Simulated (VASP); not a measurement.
Crystal: CuO (Tenorite).

```
CELL_PARAMETERS angstrom
2.36810 -1.73053 0.00000
2.36810 1.73053 0.00000
-0.86916 0.00000 5.05944
ATOMIC_POSITIONS crystal
Cu 0.49680 0.00320 0.50000
Cu 0.00320 0.49680 0.00000
O 0.40560 0.57140 0.75370
O 0.57140 0.40560 0.25370
```

Base run:

| Quantity | Value |
| --- | --- |
| Program | VASP 6.6.1 |
| Functional | PBEsol |
| Potentials or basis | VASP PAW PBE potentials, release 64 (Cu_sv_GW, O) |
| Cutoff | 700 eV |
| k mesh | 8 × 8 × 5 |
| Occupations | fermi-dirac, width 0.05 eV |
| Spin | no spin polarisation |

Its results: band gap on the k mesh zero (band 25 reaches 5.51 eV, above the bottom of band 26 at 5.02 eV); pressure -8.4 GPa; largest force 0.751 eV/Å.

**Question.** The run is repeated on the same cell with these changes: potentials or basis from VASP PAW PBE potentials, release 64 (Cu_sv_GW, O) to VASP PAW PBE potentials, release 64 (Cu, O); cutoff from 700 eV to 520 eV; further incar settings from ALGO = Normal; EDIFF = 1e-06; NBANDS = 33 to ALGO = Normal; EDIFF = 1e-06; NBANDS = 25; valence electrons from 50 to 34. What comes out?

**Answer.** Band gap on the k mesh zero (band 17 reaches 5.48 eV, above the bottom of band 18 at 4.98 eV); pressure -5.0 GPa; largest force 0.743 eV/Å.

Caveats: the PAW data sets were made with another functional, which shifts forces and pressure a little; semilocal functionals often make such compounds metallic where correlation or magnetic order opens a gap, which also shifts bond lengths.
